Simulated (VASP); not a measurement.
Li:

```
Li
1.0
     2.99409    0.00000    0.00000
     0.00000    2.99409    0.00000
     0.00000    0.00000    2.71176
Li
1
Direct
  0.50000 0.50000 0.50000
```

| Item | Value |
| --- | --- |
| Program | VASP 6.6.1 |
| Task | relaxation of cell and atoms |
| Functional | PBE |
| Potentials or basis | VASP PAW PBE potentials, release 64 (Li_sv) |
| Cutoff | 600 eV |
| k mesh | 6 × 6 × 6 |
| Occupations | gaussian, width 0.1 eV |
| Spin | no spin polarisation |

At the start: pressure -1.5 GPa; volume 24.31 Å³/atom.

Question: How do energy, volume and symmetry change on relaxing?

Answer: Over 7 steps the energy falls by 53.8 meV/atom and the volume is 19.92 Å³/atom (-18.0 %); space group Pm-3m (No. 221, to 0.05 Å).

The path:
```
step  energy change (eV)  largest force (eV/Å)  pressure (GPa)  volume (Å³)
   1              0.0000                0.0000           -1.55        24.31
   2             -0.0222                0.0000           -1.48        23.48
   3             -0.0481                0.0000           -0.95        21.75
   4             -0.0484                0.0000           -0.83        21.52
   5             -0.0519                0.0000           -0.50        20.86
   6             -0.0538                0.0000           -0.03        20.06
   7             -0.0538                0.0000            0.06        19.92
```

Final structure:
```
Li
1.0
     2.70728    0.00000    0.00000
     0.00000    2.70728    0.00000
     0.00000    0.00000    2.71833
Li
1
Direct
  0.50000 0.50000 0.50000
```

Caveat: the k points lie up to 0.39 Å⁻¹ apart in the final cell; the cutoff is under 1.25 times the usual one of these potentials, so pressure, stress and relaxed cells hold a basis-set (Pulay) error; the volume moved by over 15 % at a fixed basis, so the end points are rough.
